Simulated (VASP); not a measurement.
# Au (Immm) in VASP: single point with PBEsol

Aim: the single point of Au with PBEsol.

All numbers are computed with VASP 6.6.1; they aren't measurements. Logs are shortened: lines on timing, memory, paths and dates and some standing lists are left out, and cuts for length are marked.

**1. The cell of the first run**

It takes space group Immm (No. 71, orthorhombic). The conventional cell has a = 2.866 Å, b = 2.909 Å, c = 4.084 Å, α = 90.00°, β = 90.00°, γ = 90.00°. Au (site symmetry mmm) has 12 Au at 2.87 to 2.91 Å within 3.8 Å.

**2. Single point, PBEsol (strain +0.0150 x Voigt [0, 0, 0, 1, 0, 0])**

INCAR

```
SYSTEM = Au
  PREC = Accurate
  ENCUT = 520
  EDIFF = 1E-6
  ISMEAR = 0
  SIGMA = 0.15
  LREAL = .False.
  LASPH = .True.
  NELM = 80
  ALGO = Fast
  ISIF = 2
  LWAVE = .False.
  LCHARG = .False.
  GGA = PS
  NBANDS = 12
```

KPOINTS

```
regular mesh
0
Gamma
  26 26 26
  0 0 0
```

POSCAR

```
Au
1.0
    0.0000000000      2.0572488932      2.0572488932
    2.0419343853      0.0153145079      2.0419343853
    2.0419343853      2.0419343853      0.0153145079
Au
1
Direct
    0.0000000000      0.0000000000      0.0000000000
```

Potentials or basis: VASP PAW PBE potentials, release 64 (Au).

Launch:

```bash
cat potpaw_PBE.64/Au/POTCAR > POTCAR
mpirun -np 1 vasp_std > vasp.out
```

OUTCAR:

```text
SYSTEM = Au
   PREC = Accurate
   ENCUT = 520
   EDIFF = 1E-6
   ISMEAR = 0
   LREAL = .False.
   LASPH = .True.
   NELM = 80
   ISIF = 2
   GGA = PS

 ion  position               nearest neighbor table
   1  0.000  0.000  0.000-

  LATTYP: Found a body centered orthorhombic cell.
 ALAT       =     2.8660733164
 B/A-ratio  =     1.0151133501
 C/A-ratio  =     1.4249003147

  Lattice vectors:

 A1 = (  -2.0419343853,   2.0419343853,   0.0153145079)
 A2 = (  -2.0419343853,  -2.0419343853,  -0.0153145079)
 A3 = (   2.0419343853,   0.0153145079,   2.0419343853)

Analysis of symmetry for initial positions (statically):
=====================================================================
 Subroutine PRICEL returns:
 Original cell was already a primitive cell.

 Routine SETGRP: Setting up the symmetry group for a
 body centered orthorhombic supercell.

 Subroutine GETGRP returns: Found  8 space group operations
 (whereof  8 operations were pure point group operations)
 out of a pool of  8 trial point group operations.

The static configuration has the point symmetry D_2h.

Analysis of symmetry for dynamics (positions and initial velocities):
=====================================================================
 Subroutine PRICEL returns:
 Original cell was already a primitive cell.

 Routine SETGRP: Setting up the symmetry group for a
 body centered orthorhombic supercell.

 Subroutine GETGRP returns: Found  8 space group operations
 (whereof  8 operations were pure point group operations)
 out of a pool of  8 trial point group operations.

The dynamic configuration has the point symmetry D_2h.

 Subroutine INISYM returns: Found  8 space group operations
 (whereof  8 operations are pure point group operations),
 and found     1 'primitive' translations

----------------------------------------------------------------------------------------

                                     Primitive cell

  volume of cell :      17.0267

  direct lattice vectors                    reciprocal lattice vectors
     0.000000000  2.057248893  2.057248893    -0.244865851  0.243043028  0.243043028
     2.041934385  0.015314508  2.041934385     0.244865851 -0.246716222  0.246716222
     2.041934385  2.041934385  0.015314508     0.244865851  0.246716222 -0.246716222

  length of vectors
     2.909389286  2.887771910  2.887771910     0.422017904  0.426259397  0.426259397

  position of ions in fractional coordinates (direct lattice)
     0.000000000  0.000000000  0.000000000

  ion indices of the primitive-cell ions
   primitive index   ion index
                 1           1

[... 77 lines left out ...]
   ISIF   =      2    stress and relaxation
   ISYM   =      2    0-nonsym 1-usesym 2-fastsym
   POTIM  = 0.5000    time-step for ionic-motion
   TEBEG  =    0.0;   TEEND  =   0.0 temperature during run
   PSTRESS=    0.0 pullay stress
   NELECT =      11.0000    total number of electrons
   NUPDOWN=      -1.0000    fix difference up-down
   EMIN   =  10.00;   EMAX   =-10.00  energy-range for DOS
   EFERMI =   0.00;   METHOD = LEGACY
   ISMEAR =     0;   SIGMA  =   0.15  broadening in eV -4-tet -1-fermi 0-gaus
   EFERMI_NEDOS =   21; number of points for ismear=-14 and -15
   IALGO  =     68    algorithm
   IMIX   =      4    mixing-type and parameters
     AMIX     =   0.40;   BMIX     =  1.00
     AMIX_MAG =   1.60;   BMIX_MAG =  1.00
  volume/ion in A,a.u.               =      17.03       114.90
  Fermi-wavevector in a.u.,A,eV,Ry     =   1.415236  2.674408 27.250999  2.002892
  Thomas-Fermi vector in A             =   2.536695
   LORBIT       =      0    0 simple, 1 ext, 2 COOP (PROOUT), +10 PAW based schemes
   GGA     = PS    functional components
   LHFCALC =     F    Hartree Fock is set to
   AEXX    =    0.0000 exact exchange contribution
   IVDW    =     0    specifies the selected vdW correction
   LEPSILON=     F    determine dielectric tensor
   LRPA    =     F    only Hartree local field effects (RPA)
 non-spin polarized calculation
 RMM-DIIS sequential band-by-band and
 Gauss-broadening in eV      SIGMA  =   0.15
  energy-cutoff  :      520.00
  volume of cell :       17.03
 maximum number of plane-waves:       475
 NGX is ok and might be reduce to    24
   NGX = 11   NGY = 11   NGZ = 11

 number of electron      11.0000000 magnetization

 Free energy of the ion-electron system (eV)
  ---------------------------------------------------
  ext. energy  EPLUGINS =         0.00000000
  ---------------------------------------------------
  free energy    TOTEN  =        -3.92558559 eV

  energy without entropy =       -3.92287631  energy(sigma->0) =       -3.92423095

 E-fermi :   9.3022     XC(G=0): -12.8899

 val. band max:        9.2985632562   @ k =  -0.3846  -0.1923   0.1154
 cond. band min:       9.3032905112   @ k =   0.3077   0.5000   0.1154
 fundamental gap:      0.0047272550
 Fermi energy:         9.3021712744

 k-point     1 :       0.0000    0.0000    0.0000
  band No.  band energies     occupation
      1      -0.6375      2.00000
      2       4.5395      2.00000
      3       4.6022      2.00000
      4       4.6787      2.00000
      5       6.1421      2.00000
      6       6.1435      2.00000
      7      23.7861      0.00000
      8      27.5473      0.00000
      9      27.7974      0.00000
     10      28.0385      0.00000
     11      32.6576      0.00000
     12      37.2612      0.00000
[... 331 lines left out ...]
 k-point    24 :       0.3462    0.0385   -0.0000
  band No.  band energies     occupation
      1       1.7956      2.00000
      2       4.7111      2.00000
      3       4.8207      2.00000
      4       5.1799      2.00000
      5       6.7494      2.00000
      6       6.8738      2.00000
      7      17.0246      0.00000
      8      24.1957      0.00000
      9      27.3940      0.00000
     10      28.5557      0.00000
     11      32.3324      0.00000
     12      32.8576      0.00000

 [... further k-points ...]
[... 5 lines left out ...]
  --------------------------------------------------------------------------------------
  -------------------------------------------------------------------------------------
  Total       -0.0344341     -0.0324016     -0.0324016      0.0000000     -0.0702489      0.0000000
  in kB       -3.2401747     -3.0489251     -3.0489251      0.0000000     -6.6102683      0.0000000
  external PRESSURE =      -3.1126750 kB  Pullay stress =       0.0000000 kB

 VOLUME and BASIS-vectors are now :
 -----------------------------------------------------------------------------
  energy-cutoff  :      520.00
  volume of cell :       17.03
      direct lattice vectors                 reciprocal lattice vectors
     0.000000000  2.057248893  2.057248893    -0.244865851  0.243043028  0.243043028
     2.041934385  0.015314508  2.041934385     0.244865851 -0.246716222  0.246716222
     2.041934385  2.041934385  0.015314508     0.244865851  0.246716222 -0.246716222

 POSITION                                       TOTAL-FORCE (eV/Angst)
 -----------------------------------------------------------------------------------
      0.00000      0.00000      0.00000         0.000000      0.000000      0.000000
 -----------------------------------------------------------------------------------
    total drift:                               -0.000000      0.000000      0.000000

  FREE ENERGIE OF THE ION-ELECTRON SYSTEM (eV)
  ---------------------------------------------------
  free  energy   TOTEN  =        -3.9255855878 eV

  energy  without entropy=       -3.9228763051  energy(sigma->0) =       -3.92423095
```

It took 4.4 min on 1 thread of Intel Xeon Platinum 8375C at 2.90GHz (Ice Lake), shared host; peak memory 0.57 GiB.

What came out:

```yaml
Free_energy: -3.9256 eV
Pressure: -0.3 GPa
Band_gap_on_the_k_mesh: zero (an odd number of electrons rules out a gap without spin polarisation)
```

Caveat: the cell differs from its parent crystal (strain +0.0150 x Voigt [0, 0, 0, 1, 0, 0]); the PAW data sets were made with another functional, which shifts forces and pressure a little; spin-orbit coupling is left out, which moves the levels of the heavy elements.
